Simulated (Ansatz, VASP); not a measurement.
One calculation of Ga2O, two programs

The input INCAR:

```
PREC = Accurate
ENCUT = 600
EDIFF = 1E-7
ISMEAR = 0
SIGMA = 0.1
LREAL = F
LASPH = T
NELM = 100
ALGO = Normal
ISIF = 3
LWAVE = F
LCHARG = F
GGA = PE
IBRION = 2
NSW = 100
EDIFFG = -0.01
```

The input KPOINTS:

```
Automatic mesh
0
Gamma
  12 12 12
```

POSCAR

```
Ga2O
1.0
    3.8714677321      0.0000000000      0.0000000000
    0.0000000000      3.8714677321      0.0000000000
    0.0000000000      0.0000000000      3.7828179679
Ga O
2 1
Direct
    0.0000000000      0.0000000000      0.0000000000
    0.5000000000      0.5000000000      0.0000000000
    0.5000000000      0.5000000000      0.5000000000
```

Input for Ansatz:

```yaml
crystal:
  lattice:
    - [3.8714677321, 0.0, 0.0]
    - [0.0, 3.8714677321, 0.0]
    - [0.0, 0.0, 3.7828179679]
  atoms:
    - { symbol: Ga, position: [0.0, 0.0, 0.0] }
    - { symbol: Ga, position: [0.5, 0.5, 0.0] }
    - { symbol: O, position: [0.5, 0.5, 0.5] }
basis:
  ecutwfc: 420
kpoints:
  mp_grid: { grid: [12, 12, 12] }
hamiltonian:
  xc: pbe
scf:
  occupations: { method: gaussian, width: 0.1 }
output:
  forces: true
  stress: true
  eigenvalues: true
  write_density: true
  write_potential: true
  elf: true
  volumetric_format: npy
relax:
  adjacent_minimum: "off"
  f_tol: 0.01
  max_steps: 80
  cell: { stress_tol: 0.05 }
```

Alike in both runs: task relaxation of cell and atoms; functional PBE; k mesh 12 × 12 × 12; occupations gaussian, width 0.1 eV; no spin polarisation.

|  | VASP | Ansatz |
| --- | --- | --- |
| version | VASP 6.6.1 | Ansatz 0.2.0 |
| potentials or method | VASP PAW PBE potentials, release 64 (Ga_d, O), cutoff 600 eV | scalar-relativistic, plane waves, PAW |
| valence electrons in the cell | 32 | 32 |

VASP gave:

| Property | Result |
| --- | --- |
| gap on the k mesh at the Fermi level, each at its own relaxed structure (eV) | none |
| relaxed volume (Å³/atom) | 18.68 |
| relaxed length of the cell vector where the two differ most in proportion (Å) | 3.847 |

Which values does Ansatz return?

gap on the k mesh at the Fermi level, each at its own relaxed structure (eV): none; relaxed volume (Å³/atom): 18.71; relaxed length of the cell vector where the two differ most in proportion (Å): 3.853.

A gap of «none» marks a metal or a gap that the smearing closes.
